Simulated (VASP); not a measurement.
# H in VASP: a series of runs

Runs on H. Level: PBE. Tasks: single point.

Program: VASP 6.6.1. These are calculated values, not measurements. Logs are shortened: lines on timing, memory, paths and dates and some standing lists are left out, and cuts for length are marked.

## Step 1: The cell of the first run

The structure is hexagonal, space group P6_3/mmc (No. 194). The conventional cell has a = 3.751 Å, b = 3.751 Å, c = 5.081 Å, α = 90.00°, β = 90.00°, γ = 120.00°. H (site symmetry 3m) has 1 H at 0.95 Å within 1.3 Å.

## Step 2: Single point, PBE (strained and its atoms moved)

Input file INCAR:

```
  PREC = Accurate
  ENCUT = 520
  EDIFF = 1E-7
  ISMEAR = 0
  SIGMA = 0.02
  LREAL = False
  LASPH = True
  NELM = 60
  ALGO = Normal
  ISIF = 2
  LWAVE = False
  LCHARG = True
  GGA = PE
  LELF = True
  LVHAR = True
  NBANDS = 10
```

Input file KPOINTS:

```
Automatic mesh
0
Gamma
  9 9 6
```

Input file POSCAR:

```
H
1.0
    3.7507705877      0.0000000000      0.0000000000
   -1.8753852938      3.2482626127      0.0000000000
    0.0000000000      0.0000000000      5.0806255822
H
4
Direct
    0.3333333300      0.6666666700      0.1566808005
    0.6666666700      0.3333333300      0.6566808005
    0.6666666700      0.3333333300      0.8433191995
    0.3333333300      0.6666666700      0.3433191995
```

Potentials or basis: VASP PAW PBE potentials, release 64 (H).

Command:

```console
$ cat potpaw_PBE.64/H/POTCAR > POTCAR
$ mpirun -np 1 vasp_std > vasp.out
```

OUTCAR:

```text
PREC = Accurate
   ENCUT = 520
   EDIFF = 1E-7
   ISMEAR = 0
   LREAL = False
   LASPH = True
   NELM = 60
   ISIF = 2
   GGA = PE

 ion  position               nearest neighbor table
   1  0.333  0.667  0.157-
   2  0.667  0.333  0.657-
   3  0.667  0.333  0.843-
   4  0.333  0.667  0.343-

  LATTYP: Found a hexagonal cell.
 ALAT       =     3.7507705877
 C/A-ratio  =     1.3545551410

  Lattice vectors:

 A1 = (   3.7507705877,   0.0000000000,   0.0000000000)
 A2 = (  -1.8753852938,   3.2482626127,   0.0000000000)
 A3 = (   0.0000000000,   0.0000000000,   5.0806255822)

Analysis of symmetry for initial positions (statically):
=====================================================================
 Subroutine PRICEL returns:
 Original cell was already a primitive cell.

 Routine SETGRP: Setting up the symmetry group for a
 hexagonal supercell.

 Subroutine GETGRP returns: Found 24 space group operations
 (whereof 12 operations were pure point group operations)
 out of a pool of 24 trial point group operations.

The static configuration has the point symmetry D_3d.
 The point group associated with its full space group is D_6h.

Analysis of symmetry for dynamics (positions and initial velocities):
=====================================================================
 Subroutine PRICEL returns:
 Original cell was already a primitive cell.

 Routine SETGRP: Setting up the symmetry group for a
 hexagonal supercell.

 Subroutine GETGRP returns: Found 24 space group operations
 (whereof 12 operations were pure point group operations)
 out of a pool of 24 trial point group operations.

The dynamic configuration has the point symmetry D_3d.
 The point group associated with its full space group is D_6h.

 Subroutine INISYM returns: Found 24 space group operations
 (whereof 12 operations are pure point group operations),
 and found     1 'primitive' translations

----------------------------------------------------------------------------------------

                                     Primitive cell

  volume of cell :      61.8997

  direct lattice vectors                    reciprocal lattice vectors
     3.750770588  0.000000000  0.000000000     0.266611881  0.153928441  0.000000000
    -1.875385294  3.248262613  0.000000000     0.000000000  0.307856882  0.000000000
     0.000000000  0.000000000  5.080625582     0.000000000  0.000000000  0.196826155

  length of vectors
     3.750770588  3.750770588  5.080625582     0.307856882  0.307856882  0.196826155

  position of ions in fractional coordinates (direct lattice)
     0.333333330  0.666666670  0.156680800
     0.666666670  0.333333330  0.656680800
     0.666666670  0.333333330  0.843319200
     0.333333330  0.666666670  0.343319200

  ion indices of the primitive-cell ions
   primitive index   ion index
                 1           1
                 2           2
                 3           3
                 4           4

----------------------------------------------------------------------------------------

 KPOINTS: Automatic mesh

Automatic generation of k-mesh.
 Grid dimensions read from file:
 generate k-points for:    9    9    6

 Generating k-lattice:

  Cartesian coordinates                     Fractional coordinates (reciprocal lattice)
     0.029623542  0.017103160  0.000000000     0.111111111  0.000000000  0.000000000
     0.000000000  0.034206320  0.000000000     0.000000000  0.111111111  0.000000000
     0.000000000  0.000000000  0.032804359     0.000000000  0.000000000  0.166666667

  Length of vectors
     0.034206320  0.034206320  0.032804359

  Shift w.r.t. Gamma in fractional coordinates (k-lattice)
     0.000000000  0.000000000  0.000000000

 Subroutine IBZKPT returns following result:
 ===========================================

 Found     48 irreducible k-points:

 Following reciprocal coordinates:
            Coordinates               Weight
  0.000000  0.000000  0.000000      1.000000
  0.111111  0.000000  0.000000      6.000000
  0.222222  0.000000  0.000000      6.000000
  0.333333  0.000000  0.000000      6.000000
  0.444444  0.000000  0.000000      6.000000
  0.111111  0.111111  0.000000      6.000000
[... 16 lines left out ...]
  0.333333  0.222222  0.166667     24.000000
  0.333333  0.333333  0.166667      4.000000
 [... further k-points ...]
   k-points           NKPTS =     48   k-points in BZ     NKDIM =     48   number of bands    NBANDS=     10
   number of dos      NEDOS =    301   number of ions     NIONS =      4
   total plane-waves  NPLWV =  31360
   dimension x,y,z NGX =    28 NGY =   28 NGZ =   40
   dimension x,y,z NGXF=    56 NGYF=   56 NGZF=   80
   ions per type =               4
   NGX,Y,Z   is equivalent  to a cutoff of  12.41, 12.41, 13.09 a.u.
   NGXF,Y,Z  is equivalent  to a cutoff of  24.82, 24.82, 26.18 a.u.
 SYSTEM =  unknown system
   PREC   = accura    normal or accurate (medium, high low for compatibility)
   ISTART =      0    job   : 0-new  1-cont  2-samecut
   ICHARG =      2    charge: 1-file 2-atom 10-const
   ISPIN  =      1    spin polarized calculation?
   LNONCOLLINEAR =      F non collinear calculations
   LSORBIT =      F    spin-orbit coupling
   LASPH  =      T    aspherical Exc in radial PAW
   ENCUT  =  520.0 eV  38.22 Ry    6.18 a.u.   6.97  6.97  9.45*2*pi/ulx,y,z
   NELM   =     60;   NELMIN=  2; NELMDL= -5     # of ELM steps
   EDIFF  = 0.1E-06   stopping-criterion for ELM
   LREAL  =      F    real-space projection
   EDIFFG = 0.1E-05   stopping-criterion for IOM
   NSW    =      0    number of steps for IOM
   IBRION =     -1    ionic relax: 0-MD 1-quasi-New 2-CG
   NFREE  =      0    steps in history (QN), initial steepest desc. (CG)
   ISIF   =      2    stress and relaxation
   ISYM   =      2    0-nonsym 1-usesym 2-fastsym
   POTIM  = 0.5000    time-step for ionic-motion
   TEBEG  =    0.0;   TEEND  =   0.0 temperature during run
   PSTRESS=    0.0 pullay stress
   NELECT =       4.0000    total number of electrons
   NUPDOWN=      -1.0000    fix difference up-down
   EMIN   =  10.00;   EMAX   =-10.00  energy-range for DOS
   EFERMI =   0.00;   METHOD = LEGACY
   ISMEAR =     0;   SIGMA  =   0.02  broadening in eV -4-tet -1-fermi 0-gaus
   EFERMI_NEDOS =   21; number of points for ismear=-14 and -15
   IALGO  =     38    algorithm
   IMIX   =      4    mixing-type and parameters
     AMIX     =   0.40;   BMIX     =  1.00
     AMIX_MAG =   1.60;   BMIX_MAG =  1.00
  volume/ion in A,a.u.               =      15.47       104.43
  Fermi-wavevector in a.u.,A,eV,Ry     =   0.656949  1.241454  5.872036  0.431582
  Thomas-Fermi vector in A             =   1.728303
   LORBIT       =      0    0 simple, 1 ext, 2 COOP (PROOUT), +10 PAW based schemes
   GGA     = PE    functional components
   LHFCALC =     F    Hartree Fock is set to
   AEXX    =    0.0000 exact exchange contribution
   IVDW    =     0    specifies the selected vdW correction
   LEPSILON=     F    determine dielectric tensor
   LRPA    =     F    only Hartree local field effects (RPA)
 non-spin polarized calculation
 Gauss-broadening in eV      SIGMA  =   0.02
  energy-cutoff  :      520.00
  volume of cell :       61.90
 maximum number of plane-waves:      1685
 NGX is ok and might be reduce to    28
   NGX = 13   NGY = 13   NGZ = 19

 number of electron       4.0000000 magnetization

 Free energy of the ion-electron system (eV)
  ---------------------------------------------------
  ext. energy  EPLUGINS =         0.00000000
  ---------------------------------------------------
  free energy    TOTEN  =       -12.66333738 eV

  energy without entropy =      -12.66333738  energy(sigma->0) =      -12.66333738

 E-fermi :  -7.5879     XC(G=0):  -4.8774

 val. band max:       -7.6976181625   @ k =   0.0000   0.0000   0.0000
 cond. band min:      -0.8821136973   @ k =   0.0000   0.0000   0.0000
 fundamental gap:      6.8155044652
 Fermi energy:        -7.5878553601

 k-point     1 :       0.0000    0.0000    0.0000
  band No.  band energies     occupation
      1      -9.6760      2.00000
      2      -7.6976      2.00000
      3      -0.8821      0.00000
      4       4.2226      0.00000
      5       5.5677      0.00000
      6       6.1940      0.00000
      7       8.6635      0.00000
      8       8.6635      0.00000
      9      10.1603      0.00000
     10      10.1603      0.00000

 k-point     2 :       0.1111    0.0000    0.0000
  band No.  band energies     occupation
      1      -9.5905      2.00000
      2      -7.7032      2.00000
      3      -0.7418      0.00000
      4       3.8976      0.00000
      5       5.3450      0.00000
      6       5.5465      0.00000
      7       7.9529      0.00000
      8       8.6512      0.00000
      9      10.9517      0.00000
     10      11.0422      0.00000

 k-point     3 :       0.2222    0.0000    0.0000
  band No.  band energies     occupation
      1      -9.3507      2.00000
      2      -7.7362      2.00000
      3      -0.3309      0.00000
      4       3.0633      0.00000
      5       4.6354      0.00000
      6       4.7180      0.00000
      7       7.0487      0.00000
      8       8.4144      0.00000
      9      11.0549      0.00000
     10      11.3651      0.00000
[... 248 lines left out ...]
 k-point    23 :       0.3333    0.2222    0.1667
  band No.  band energies     occupation
      1      -8.4892      2.00000
      2      -8.0919      2.00000
      3       0.9483      0.00000
      4       1.6394      0.00000
      5       2.3540      0.00000
      6       4.5531      0.00000
      7       5.2413      0.00000
      8       6.1675      0.00000
      9       9.9933      0.00000
     10      11.4179      0.00000

 k-point    24 :       0.3333    0.3333    0.1667
  band No.  band energies     occupation
      1      -8.2641      2.00000
      2      -8.2641      2.00000
      3       1.4854      0.00000
      4       1.4854      0.00000
      5       1.8504      0.00000
      6       4.7866      0.00000
      7       4.7866      0.00000
      8       5.6923      0.00000
      9       9.6260      0.00000
     10      13.2068      0.00000

 [... further k-points ...]

------------------------ aborting loop because EDIFF is reached ----------------------------------------

  FORCE on cell =-STRESS in cart. coord.  units (eV):
  Direction    XX          YY          ZZ          XY          YZ          ZX
  --------------------------------------------------------------------------------------
  -------------------------------------------------------------------------------------
  Total       -0.0077524     -0.0077524     -7.2102223     -0.0000000     -0.0000000      0.0000000
  in kB       -0.2006578     -0.2006578   -186.6252535     -0.0000000     -0.0000000      0.0000000
  external PRESSURE =     -62.3421897 kB  Pullay stress =       0.0000000 kB

 VOLUME and BASIS-vectors are now :
 -----------------------------------------------------------------------------
  energy-cutoff  :      520.00
  volume of cell :       61.90
      direct lattice vectors                 reciprocal lattice vectors
     3.750770588  0.000000000  0.000000000     0.266611881  0.153928441  0.000000000
    -1.875385294  3.248262613  0.000000000     0.000000000  0.307856882  0.000000000
     0.000000000  0.000000000  5.080625582     0.000000000  0.000000000  0.196826155

 POSITION                                       TOTAL-FORCE (eV/Angst)
 -----------------------------------------------------------------------------------
     -0.00000      2.16551      0.79604        -0.000000      0.000000      3.798900
      1.87539      1.08275      3.33635         0.000000      0.000000      3.798900
      1.87539      1.08275      4.28459         0.000000      0.000000     -3.798900
     -0.00000      2.16551      1.74428         0.000000     -0.000000     -3.798900
 -----------------------------------------------------------------------------------
    total drift:                               -0.000002      0.000001     -0.000000

  FREE ENERGIE OF THE ION-ELECTRON SYSTEM (eV)
  ---------------------------------------------------
  free  energy   TOTEN  =       -12.6633373756 eV

  energy  without entropy=      -12.6633373756  energy(sigma->0) =      -12.66333738
```

Run time: 24 s. Hardware: 1 thread of AMD EPYC 7R13 (Zen 3), shared host; peak memory 0.14 GiB.

Results:

| Quantity | Value |
| --- | --- |
| Free energy | -12.6633 eV |
| Pressure | -6.2 GPa |
| Largest force | 3.799 eV/Å |
| Band gap on the k mesh | 6.82 eV |

Forces on the atoms (eV/Å):
```
H    0.000  0.000  3.799
H    0.000  0.000  3.799
H    0.000  0.000 -3.799
H    0.000  0.000 -3.799
```

Stress tensor (GPa, compression positive):
```
 -0.02   0.00   0.00
  0.00  -0.02   0.00
  0.00   0.00 -18.66
```

Caveat: the cell differs from its parent crystal (strained and its atoms moved); the cell stands under tension; an odd mesh through Γ misses points on the zone boundary, where band edges can lie; forces of over 1 eV/Å act on the atoms, so gaps and moduli don't describe the material at rest.

(Continued in part 2 of 2.)
